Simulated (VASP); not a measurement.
A run of VASP 6.6.1 is set up as follows.

Contents of INCAR:

```
PREC = Accurate
ENCUT = 520
EDIFF = 1E-6
ISMEAR = 1
SIGMA = 0.25
LREAL = False
LASPH = True
NELM = 80
ALGO = Normal
ISIF = 2
LWAVE = False
LCHARG = False
GGA = PE
NBANDS = 20
```

The input KPOINTS:

```
Automatic mesh
0
Gamma
  4 4 4
```

POSCAR

```
PbO2
1.0
    0.0000000000      2.7019920000      2.7019920000
    2.7019920000      0.0000000000      2.7019920000
    2.7019920000      2.7019920000      0.0000000000
Pb O
1 2
Direct
    0.0000000000      0.0000000000      0.0000000000
    0.2500000000      0.2500000000      0.2500000000
    0.7500000000      0.7500000000      0.7500000000
```

Potentials or basis: VASP PAW PBE potentials, release 64 (Pb_d, O).

Command:

```console
$ cat potpaw_PBE.64/Pb_d/POTCAR potpaw_PBE.64/O/POTCAR > POTCAR
$ mpirun -np 1 vasp_std > vasp.out
```

(1) What does it give for the pressure?

(2) What does it give for the band gap on the k mesh?

## Answers

(1) 0.2 GPa.

(2) zero (band 13 reaches 5.65 eV, above the bottom of band 14 at 4.44 eV).

Caveat: the k points lie up to 0.50 Å⁻¹ apart; spin-orbit coupling is left out, which moves the levels of the heavy elements.
